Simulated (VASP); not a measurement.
Wanted: the native input for a VASP 6.6.1 run.

| Property | Result |
| --- | --- |
| Task | single point |
| Functional | PBE |
| Potentials or basis | VASP PAW PBE potentials, release 64 (Ga_d, Sb) |
| Cutoff | 520 eV |
| k mesh | 12 × 12 × 12 |
| Occupations | fermi-dirac, width 0.05 eV |
| Spin | no spin polarisation |
| Dipole correction | no |
| Further INCAR settings | ALGO = Normal; EDIFF = 1e-06; NBANDS = 16 |

The structure of GaSb (zincblende type) lies in POSCAR:

```
GaSb
1.0
    0.0000000000      2.5458216849      2.5458216849
    2.5458216849      0.0000000000      2.5458216849
    2.5458216849      2.5458216849      0.0000000000
Ga Sb
1 1
Direct
    0.0000000000      0.0000000000      0.0000000000
    0.2500000000      0.2500000000      0.2500000000
```

This cell differs from its parent crystal: volume scaled by 0.55.

The input as run:

INCAR

```
PREC = Accurate ; ENCUT = 520
EDIFF = 1E-6 ; ISMEAR = -1
SIGMA = 0.05 ; LREAL = False
LASPH = True ; NELM = 80
ALGO = Normal ; ISIF = 2
LWAVE = False ; LCHARG = False
GGA = PE ; NBANDS = 16
```

KPOINTS

```
regular mesh
0
Gamma
  12 12 12
```

Potentials or basis: VASP PAW PBE potentials, release 64 (Ga_d, Sb).

Run with:

```console
$ cat potpaw_PBE.64/Ga_d/POTCAR potpaw_PBE.64/Sb/POTCAR > POTCAR
$ mpirun -np 1 vasp_std > vasp.out
```

Results of the run:

```yaml
Pressure: 106.1 GPa
Band_gap_on_the_k_mesh: zero (band 9 reaches 12.71 eV, above the bottom of band 10 at 12.12 eV)
```

Caveat: spin-orbit coupling is left out, which moves the levels of the heavy elements.

Wall time 31 s on 1 thread of Intel Xeon 6975P-C (shared host), peak memory 0.19 GiB.
